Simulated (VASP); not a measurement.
Input of a VASP 6.6.1 run:

INCAR

```
SYSTEM = TaN
PREC = Accurate
ENCUT = 700
EDIFF = 1E-6
ISMEAR = 0
SIGMA = 0.1
LREAL = .FALSE.
LASPH = .TRUE.
NELM = 120
ALGO = Normal
ISIF = 2
LWAVE = .FALSE.
LCHARG = .FALSE.
GGA = PS
NBANDS = 16
GGA_COMPAT = .FALSE.
```

File KPOINTS:

```
Automatic mesh
0
G
  16 16 16
  0 0 0
```

POSCAR

```
TaN
1.0
    0.0000000000      2.1874108982      2.1874108982
    2.1874108982      0.0000000000      2.1874108982
    2.1874108982      2.1874108982      0.0000000000
Ta N
1 1
Direct
    0.0000000000      0.0000000000      0.0000000000
    0.5000000000      0.5000000000      0.5000000000
```

Potentials or basis: VASP PAW PBE potentials, release 64 (Ta_sv_GW, N).

The run is started by

```console
$ cat potpaw_PBE.64/Ta_sv_GW/POTCAR potpaw_PBE.64/N/POTCAR > POTCAR
$ mpirun -np 1 vasp_std > vasp.out
```

Predict the pressure.

0.2 GPa.

What does it give for the band gap on the k mesh?

Zero (bands 9 and 10 overlap by 4.13 eV).

Caveat: the PAW data sets were made with another functional, which shifts forces and pressure a little; spin-orbit coupling is left out, which moves the levels of the heavy elements.
